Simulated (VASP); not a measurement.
# AlN (Cm) in VASP: further runs

AlN is run at these levels: PBE; tasks: single point.

Program: VASP 6.6.1. These are calculated values, not measurements. Logs are shortened: lines on timing, memory, paths and dates and some standing lists are left out, and cuts for length are marked.

## Step 1: The cell of the first run

The structure is monoclinic, space group Cm (No. 8). Conventional cell: a = 6.226 Å, b = 6.226 Å, c = 4.403 Å, α = 90.00°, β = 90.00°, γ = 90.00°. Within 2.3 Å of Al (site symmetry m) lie 4 N at 1.70 to 2.29 Å. Within 2.5 Å of Al (site symmetry 1) lie 4 N at 1.91 Å. Al (site symmetry m) has 4 N at 1.91 Å within 2.5 Å. Within 2.3 Å of N (site symmetry m) lie 4 Al at 1.70 to 1.91 Å. Within 2.5 Å of N (site symmetry 1) lie 4 Al at 1.87 to 1.91 Å. N (site symmetry m) has 4 Al at 1.91 to 2.29 Å within 2.5 Å.

## Step 2: Single point, PBE (atom 1 (Al) moved by -0.378 Å along [1 1 0] and -0.126 Å along [0 0 1])

The input, INCAR:

```
SYSTEM = AlN
PREC = Accurate
ENCUT = 520
EDIFF = 1E-7
ISMEAR = 0
SIGMA = 0.05
LREAL = .False.
LASPH = .True.
NELM = 100
ALGO = Normal
ISIF = 2
LWAVE = .False.
LCHARG = .False.
GGA = PE
NBANDS = 26
```

The input, KPOINTS:

```
regular mesh
0
Gamma
  6 6 6
  0 0 0
```

The input, POSCAR:

```
AlN
1.0
    4.4025164325      0.0000000000      0.0000000000
    0.0000000000     -4.4025164325      0.0000000000
    0.0000000000      0.0000000000     -4.4025164325
Al N
4 4
Direct
   -0.0607121785      0.0286199954     -0.0607121785
    0.5000000000      0.5000000000      0.0000000000
    0.5000000000      0.0000000000      0.5000000000
    0.0000000000      0.5000000000      0.5000000000
    0.7500000000      0.7500000000      0.7500000000
    0.2500000000      0.2500000000      0.7500000000
    0.2500000000      0.7500000000      0.2500000000
    0.7500000000      0.2500000000      0.2500000000
```

Potentials or basis: VASP PAW PBE potentials, release 64 (Al, N).

Command:

```
$ cat potpaw_PBE.64/Al/POTCAR potpaw_PBE.64/N/POTCAR > POTCAR
$ mpirun -np 1 vasp_std > vasp.out
```

OUTCAR:

```text
SYSTEM = AlN
   PREC = Accurate
   ENCUT = 520
   EDIFF = 1E-7
   ISMEAR = 0
   LREAL = .False.
   LASPH = .True.
   NELM = 100
   ISIF = 2
   GGA = PE

 ion  position               nearest neighbor table
   1  0.939  0.029  0.939-   5 1.70   6 1.87   8 1.87   7 2.29   3 2.74   2 2.85   4 2.85   2 3.04
                             4 3.04   3 3.14   3 3.14   4 3.24   2 3.24
   2  0.500  0.500  0.000-   5 1.91   6 1.91   7 1.91   8 1.91   1 2.85   1 3.04   3 3.11   4 3.11
                             3 3.11   4 3.11   3 3.11   3 3.11   4 3.11   4 3.11   1 3.24
   3  0.500  0.000  0.500-   5 1.91   6 1.91   7 1.91   8 1.91   1 2.74   2 3.11   4 3.11   2 3.11
                             2 3.11   4 3.11   2 3.11   4 3.11   4 3.11   1 3.14   1 3.14
   4  0.000  0.500  0.500-   5 1.91   6 1.91   7 1.91   8 1.91   1 2.85   1 3.04   2 3.11   3 3.11
                             2 3.11   3 3.11   2 3.11   3 3.11   2 3.11   3 3.11   1 3.24
   5  0.750  0.750  0.750-   1 1.70   2 1.91   3 1.91   4 1.91
   6  0.250  0.250  0.750-   1 1.87   2 1.91   3 1.91   4 1.91
   7  0.250  0.750  0.250-   2 1.91   3 1.91   4 1.91   1 2.29
   8  0.750  0.250  0.250-   1 1.87   2 1.91   3 1.91   4 1.91

  LATTYP: Found a simple cubic cell.
 ALAT       =     4.4025164325

  Lattice vectors:

 A1 = (   4.4025164325,   0.0000000000,   0.0000000000)
 A2 = (   0.0000000000,  -4.4025164325,   0.0000000000)
 A3 = (   0.0000000000,   0.0000000000,  -4.4025164325)

Analysis of symmetry for initial positions (statically):
=====================================================================
 Subroutine PRICEL returns:
 Original cell was already a primitive cell.

 Routine SETGRP: Setting up the symmetry group for a
 simple cubic supercell.

 Subroutine GETGRP returns: Found  2 space group operations
 (whereof  2 operations were pure point group operations)
 out of a pool of 48 trial point group operations.

The static configuration has the point symmetry C_1h.

Analysis of symmetry for dynamics (positions and initial velocities):
=====================================================================
 Subroutine PRICEL returns:
 Original cell was already a primitive cell.

 Routine SETGRP: Setting up the symmetry group for a
 simple cubic supercell.

 Subroutine GETGRP returns: Found  2 space group operations
 (whereof  2 operations were pure point group operations)
 out of a pool of 48 trial point group operations.

The dynamic configuration has the point symmetry C_1h.

 Subroutine INISYM returns: Found  2 space group operations
 (whereof  2 operations are pure point group operations),
 and found     1 'primitive' translations

----------------------------------------------------------------------------------------

                                     Primitive cell

  volume of cell :      85.3302

  direct lattice vectors                    reciprocal lattice vectors
     4.402516432  0.000000000  0.000000000     0.227142821  0.000000000  0.000000000
     0.000000000 -4.402516432  0.000000000     0.000000000 -0.227142821  0.000000000
     0.000000000  0.000000000 -4.402516432     0.000000000  0.000000000 -0.227142821

  length of vectors
     4.402516432  4.402516432  4.402516432     0.227142821  0.227142821  0.227142821

  position of ions in fractional coordinates (direct lattice)
     0.939287822  0.028619995  0.939287822
     0.500000000  0.500000000  0.000000000
     0.500000000  0.000000000  0.500000000
     0.000000000  0.500000000  0.500000000
     0.750000000  0.750000000  0.750000000
     0.250000000  0.250000000  0.750000000
     0.250000000  0.750000000  0.250000000
     0.750000000  0.250000000  0.250000000

  ion indices of the primitive-cell ions
   primitive index   ion index
                 1           1
                 2           2
                 3           3
                 4           4
                 5           5
                 6           6
                 7           7
                 8           8

----------------------------------------------------------------------------------------

 KPOINTS: regular mesh

Automatic generation of k-mesh.
 Grid dimensions read from file:
 generate k-points for:    6    6    6

 Generating k-lattice:

  Cartesian coordinates                     Fractional coordinates (reciprocal lattice)
     0.037857137  0.000000000  0.000000000     0.166666667  0.000000000  0.000000000
     0.000000000 -0.037857137  0.000000000     0.000000000  0.166666667  0.000000000
     0.000000000  0.000000000 -0.037857137     0.000000000  0.000000000  0.166666667

  Length of vectors
     0.037857137  0.037857137  0.037857137

  Shift w.r.t. Gamma in fractional coordinates (k-lattice)
     0.000000000  0.000000000  0.000000000

 Subroutine IBZKPT returns following result:
 ===========================================

 Found     68 irreducible k-points:

 Following reciprocal coordinates:
            Coordinates               Weight
  0.000000  0.000000  0.000000      1.000000
  0.166667  0.000000  0.000000      4.000000
  0.000000  0.166667  0.000000      2.000000
  0.333333  0.000000  0.000000      4.000000
  0.000000  0.333333  0.000000      2.000000
  0.500000  0.000000  0.000000      2.000000
[... 16 lines left out ...]
 -0.333333  0.333333  0.000000      4.000000
 -0.333333  0.000000  0.333333      2.000000
 [... further k-points ...]
   k-points           NKPTS =     68   k-points in BZ     NKDIM =     68   number of bands    NBANDS=     26
   number of dos      NEDOS =    301   number of ions     NIONS =      8
   total plane-waves  NPLWV =  46656
   dimension x,y,z NGX =    36 NGY =   36 NGZ =   36
   dimension x,y,z NGXF=    72 NGYF=   72 NGZF=   72
   ions per type =               4   4
   NGX,Y,Z   is equivalent  to a cutoff of  13.59, 13.59, 13.59 a.u.
   NGXF,Y,Z  is equivalent  to a cutoff of  27.19, 27.19, 27.19 a.u.
 SYSTEM =  AlN
   PREC   = accura    normal or accurate (medium, high low for compatibility)
   ISTART =      0    job   : 0-new  1-cont  2-samecut
   ICHARG =      2    charge: 1-file 2-atom 10-const
   ISPIN  =      1    spin polarized calculation?
   LNONCOLLINEAR =      F non collinear calculations
   LSORBIT =      F    spin-orbit coupling
   LASPH  =      T    aspherical Exc in radial PAW
   ENCUT  =  520.0 eV  38.22 Ry    6.18 a.u.   8.19  8.19  8.19*2*pi/ulx,y,z
   NELM   =    100;   NELMIN=  2; NELMDL= -5     # of ELM steps
   EDIFF  = 0.1E-06   stopping-criterion for ELM
   LREAL  =      F    real-space projection
   EDIFFG = 0.1E-05   stopping-criterion for IOM
   NSW    =      0    number of steps for IOM
   IBRION =     -1    ionic relax: 0-MD 1-quasi-New 2-CG
   NFREE  =      0    steps in history (QN), initial steepest desc. (CG)
   ISIF   =      2    stress and relaxation
   ISYM   =      2    0-nonsym 1-usesym 2-fastsym
   POTIM  = 0.5000    time-step for ionic-motion
   TEBEG  =    0.0;   TEEND  =   0.0 temperature during run
   PSTRESS=    0.0 pullay stress
   NELECT =      32.0000    total number of electrons
   NUPDOWN=      -1.0000    fix difference up-down
   EMIN   =  10.00;   EMAX   =-10.00  energy-range for DOS
   EFERMI =   0.00;   METHOD = LEGACY
   ISMEAR =     0;   SIGMA  =   0.05  broadening in eV -4-tet -1-fermi 0-gaus
   EFERMI_NEDOS =   21; number of points for ismear=-14 and -15
   IALGO  =     38    algorithm
   IMIX   =      4    mixing-type and parameters
     AMIX     =   0.40;   BMIX     =  1.00
     AMIX_MAG =   1.60;   BMIX_MAG =  1.00
  volume/ion in A,a.u.               =      10.67        71.98
  Fermi-wavevector in a.u.,A,eV,Ry     =   1.180567  2.230947 18.962951  1.393738
  Thomas-Fermi vector in A             =   2.316857
   LORBIT       =      0    0 simple, 1 ext, 2 COOP (PROOUT), +10 PAW based schemes
   GGA     = PE    functional components
   LHFCALC =     F    Hartree Fock is set to
   AEXX    =    0.0000 exact exchange contribution
   IVDW    =     0    specifies the selected vdW correction
   LEPSILON=     F    determine dielectric tensor
   LRPA    =     F    only Hartree local field effects (RPA)
 non-spin polarized calculation
 Gauss-broadening in eV      SIGMA  =   0.05
  energy-cutoff  :      520.00
  volume of cell :       85.33
 maximum number of plane-waves:      2325
 NGX is ok and might be reduce to    36
   NGX = 17   NGY = 17   NGZ = 17

 number of electron      31.9999997 magnetization

 Free energy of the ion-electron system (eV)
  ---------------------------------------------------
  ext. energy  EPLUGINS =         0.00000000
  ---------------------------------------------------
  free energy    TOTEN  =       -58.13643503 eV

  energy without entropy =      -58.13643503  energy(sigma->0) =      -58.13643503

 E-fermi :   6.6668     XC(G=0): -10.8275

 val. band max:        6.3770829646   @ k =   0.5000   0.5000   0.5000
 cond. band min:       7.4522097755   @ k =   0.0000   0.0000   0.0000
 fundamental gap:      1.0751268109
 Fermi energy:         6.6668311483

 k-point     1 :       0.0000    0.0000    0.0000
  band No.  band energies     occupation
      1      -9.2945      2.00000
      2      -7.0736      2.00000
      3      -6.7109      2.00000
      4      -5.7771      2.00000
      5       0.6980      2.00000
      6       0.7004      2.00000
[... 18 lines left out ...]
     25      18.1765      0.00000
     26      18.1876      0.00000

 k-point     2 :       0.1667    0.0000    0.0000
  band No.  band energies     occupation
      1      -9.1744      2.00000
      2      -7.1287      2.00000
      3      -6.8126      2.00000
      4      -5.8213      2.00000
      5       0.8344      2.00000
      6       0.8847      2.00000
[... 18 lines left out ...]
     25      18.2352      0.00000
     26      18.3626      0.00000

 k-point     3 :       0.0000    0.1667    0.0000
  band No.  band energies     occupation
      1      -9.1673      2.00000
      2      -7.2227      2.00000
      3      -6.6990      2.00000
      4      -5.8495      2.00000
      5       0.8470      2.00000
      6       0.9192      2.00000
[... 18 lines left out ...]
     25      18.1834      0.00000
     26      18.3481      0.00000

 k-point     4 :       0.3333    0.0000    0.0000
  band No.  band energies     occupation
      1      -8.8479      2.00000
      2      -7.4703      2.00000
      3      -6.9010      2.00000
      4      -5.8646      2.00000
      5       1.2060      2.00000
      6       1.2879      2.00000
[... 18 lines left out ...]
     25      17.1700      0.00000
     26      17.9417      0.00000

 k-point     5 :       0.0000    0.3333    0.0000
  band No.  band energies     occupation
      1      -8.8031      2.00000
      2      -7.6649      2.00000
      3      -6.6750      2.00000
      4      -5.9443      2.00000
      5       1.2659      2.00000
      6       1.4095      2.00000
[... 18 lines left out ...]
     25      17.0270      0.00000
     26      17.9187      0.00000

 k-point     6 :       0.5000    0.0000    0.0000
  band No.  band energies     occupation
      1      -8.5606      2.00000
      2      -7.8099      2.00000
      3      -6.9073      2.00000
      4      -5.8718      2.00000
      5       1.5179      2.00000
      6       1.6127      2.00000
[... 427 lines left out ...]
 k-point    21 :       0.3333    0.3333    0.0000
  band No.  band energies     occupation
      1      -8.4283      2.00000
      2      -7.5512      2.00000
      3      -7.0866      2.00000
      4      -6.1051      2.00000
      5       0.6858      2.00000
      6       1.5036      2.00000
[... 18 lines left out ...]
     25      16.4098      0.00000
     26      16.6633      0.00000

 k-point    22 :       0.3333    0.0000    0.3333
  band No.  band energies     occupation
      1      -8.4666      2.00000
      2      -7.3309      2.00000
      3      -7.2914      2.00000
      4      -6.0725      2.00000
      5       0.8223      2.00000
      6       1.4704      2.00000
[... 18 lines left out ...]
     25      16.2415      0.00000
     26      16.5767      0.00000

 k-point    23 :      -0.3333    0.3333    0.0000
  band No.  band energies     occupation
      1      -8.4315      2.00000
      2      -7.5522      2.00000
      3      -7.0804      2.00000
      4      -6.1048      2.00000
      5       0.6995      2.00000
      6       1.5062      2.00000
[... 18 lines left out ...]
     25      16.3052      0.00000
     26      16.7285      0.00000

 k-point    24 :      -0.3333    0.0000    0.3333
  band No.  band energies     occupation
      1      -8.4641      2.00000
      2      -7.3582      2.00000
      3      -7.2668      2.00000
      4      -6.0733      2.00000
      5       0.7641      2.00000
      6       1.5841      2.00000
[... 18 lines left out ...]
     25      16.2428      0.00000
     26      16.5869      0.00000

 [... further k-points ...]

------------------------ aborting loop because EDIFF is reached ----------------------------------------

  FORCE on cell =-STRESS in cart. coord.  units (eV):
  Direction    XX          YY          ZZ          XY          YZ          ZX
  --------------------------------------------------------------------------------------
  -------------------------------------------------------------------------------------
  Total        1.1537315      3.3104617      1.1537315     -1.6099384      1.6099384     -1.1383978
  in kB       21.6626902     62.1578808     21.6626902    -30.2285192     30.2285194    -21.3747812
  external PRESSURE =      35.1610871 kB  Pullay stress =       0.0000000 kB

 VOLUME and BASIS-vectors are now :
 -----------------------------------------------------------------------------
  energy-cutoff  :      520.00
  volume of cell :       85.33
      direct lattice vectors                 reciprocal lattice vectors
     4.402516432  0.000000000  0.000000000     0.227142821  0.000000000  0.000000000
     0.000000000 -4.402516432  0.000000000     0.000000000 -0.227142821  0.000000000
     0.000000000  0.000000000 -4.402516432     0.000000000  0.000000000 -0.227142821

 POSITION                                       TOTAL-FORCE (eV/Angst)
 -----------------------------------------------------------------------------------
      4.13523     -0.12600     -4.13523         4.392980     -0.510341     -4.392980
      2.20126     -2.20126      0.00000        -1.281634     -0.716411     -0.923410
      2.20126      0.00000     -2.20126        -1.390224      0.529073      1.390224
      0.00000     -2.20126     -2.20126         0.923410     -0.716411      1.281634
      3.30189     -3.30189     -3.30189        -1.789141      1.979530      1.789141
      1.10063     -1.10063     -3.30189        -0.188863     -0.215171      0.398639
      1.10063     -3.30189     -1.10063        -0.267889     -0.135099      0.267889
      3.30189     -1.10063     -1.10063        -0.398639     -0.215171      0.188863
 -----------------------------------------------------------------------------------
    total drift:                                0.000004     -0.000152     -0.000004

  FREE ENERGIE OF THE ION-ELECTRON SYSTEM (eV)
  ---------------------------------------------------
  free  energy   TOTEN  =       -58.1364350320 eV

  energy  without entropy=      -58.1364350320  energy(sigma->0) =      -58.13643503
```

Wall time 61 s (1 thread of Intel Xeon 6975P-C (Granite Rapids), shared host); peak memory 0.26 GiB.

What came out:

| Quantity | Value |
| --- | --- |
| Free energy | -58.1364 eV |
| Pressure | 3.5 GPa |
| Largest force | 6.234 eV/Å |
| Band gap on the k mesh | 1.08 eV, indirect (least direct gap 1.11 eV) |

Forces in eV/Å, atoms in the order of the input:
```
Al   4.393 -0.510 -4.393
Al  -1.282 -0.716 -0.923
Al  -1.390  0.529  1.390
Al   0.923 -0.716  1.282
N   -1.789  1.980  1.789
N   -0.189 -0.215  0.399
N   -0.268 -0.135  0.268
N   -0.399 -0.215  0.189
```

Levels at points of the mesh, in eV from the valence-band top:
```tsv
k point	band 13	band 14	band 15	band 16	band 17	band 18	band 19	band 20
(0.00, 0.00, 0.00)	-2.14	-0.59	-0.56	-0.03	1.08	3.07	3.25	3.74
(0.50, 0.00, 0.00)	-2.21	-2.03	-1.15	-0.75	3.71	5.49	5.69	6.04
(0.00, 0.50, 0.00)	-1.80	-1.79	-1.32	-0.96	3.58	5.44	5.68	6.11
(0.50, 0.50, 0.00)	-2.00	-1.42	-0.78	-0.35	5.36	7.26	7.39	7.61
(0.50, 0.00, 0.50)	-1.72	-1.08	-0.96	-0.61	5.41	7.28	7.31	7.84
(0.50, 0.50, 0.50)	-1.03	-0.66	-0.61	0.00	6.02	6.10	6.42	6.53
```

Caveat: the cell differs from its parent crystal (atom 1 (Al) moved by -0.378 Å along [1 1 0] and -0.126 Å along [0 0 1]); forces of over 1 eV/Å act on the atoms, so gaps and moduli don't describe the material at rest.

## Step 3: Single point, PBE (atom 1 (Al) moved by -0.504 Å along [1 1 0] and +0.378 Å along [0 0 1])

The input, INCAR:

```
SYSTEM = AlN
PREC = Accurate
ENCUT = 520
EDIFF = 1E-6
ISMEAR = 0
SIGMA = 0.05
LREAL = .FALSE.
LASPH = .TRUE.
NELM = 60
ALGO = Normal
ISIF = 2
LWAVE = .FALSE.
LCHARG = .TRUE.
GGA = PE
LELF = .TRUE.
LVHAR = .TRUE.
NBANDS = 26
```

The input, KPOINTS:

```
regular mesh
0
G
  6 6 6
  0 0 0
```

POSCAR, as its differences from that of step 2:

```diff
@@ -8,3 +8,3 @@
 Direct
-   -0.0607121785      0.0286199954     -0.0607121785
+   -0.0809495713     -0.0858599862     -0.0809495713
     0.5000000000      0.5000000000      0.0000000000
```

Potentials or basis: VASP PAW PBE potentials, release 64 (Al, N).

Command:

```
$ cat potpaw_PBE.64/Al/POTCAR potpaw_PBE.64/N/POTCAR > POTCAR
$ mpirun -np 1 vasp_std > vasp.out
```

It took 79 s on 1 thread of AMD EPYC 9R45 (Zen 5), shared host; peak memory 0.24 GiB.

Results (log left out):

- Free energy: -49.7872 eV
- Pressure: 29.6 GPa
- Largest force: 48.097 eV/Å
- Band gap on the k mesh: 1.96 eV, indirect (least direct gap 2.09 eV)

Forces on the atoms (eV/Å):
```
Al   27.941 -27.422 -27.941
Al   -1.634   1.712  -0.941
Al   -1.593  -1.005   1.593
Al    0.941   1.712   1.634
N   -24.034  23.379  24.034
N    -0.675   0.689   0.232
N    -0.715   0.247   0.715
N    -0.232   0.689   0.675
```

Stress tensor (GPa, compression positive):
```
 30.36 -31.79 -32.54
-31.79  28.12  31.79
-32.54  31.79  30.36
```

Levels at points of the mesh, in eV from the valence-band top:
```csv
k point,band 14,band 15,band 16,band 17,band 18,band 19
"(0.00, 0.00, 0.00)",-0.64,-0.16,-0.13,1.96,2.02,2.17
"(0.50, 0.00, 0.00)",-1.74,-1.11,-0.66,4.00,4.61,4.88
"(0.00, 0.50, 0.00)",-1.80,-1.09,-0.62,4.07,4.62,4.82
"(0.50, 0.50, 0.00)",-1.50,-0.89,-0.12,5.69,6.28,6.35
"(0.50, 0.00, 0.50)",-1.56,-0.85,-0.09,5.63,6.30,6.38
"(0.50, 0.50, 0.50)",-0.80,-0.04,0.00,4.90,6.30,6.34
```

Caveat: the cell differs from its parent crystal (atom 1 (Al) moved by -0.504 Å along [1 1 0] and +0.378 Å along [0 0 1]); forces of over 1 eV/Å act on the atoms, so gaps and moduli don't describe the material at rest. A k mesh can miss the band edges.
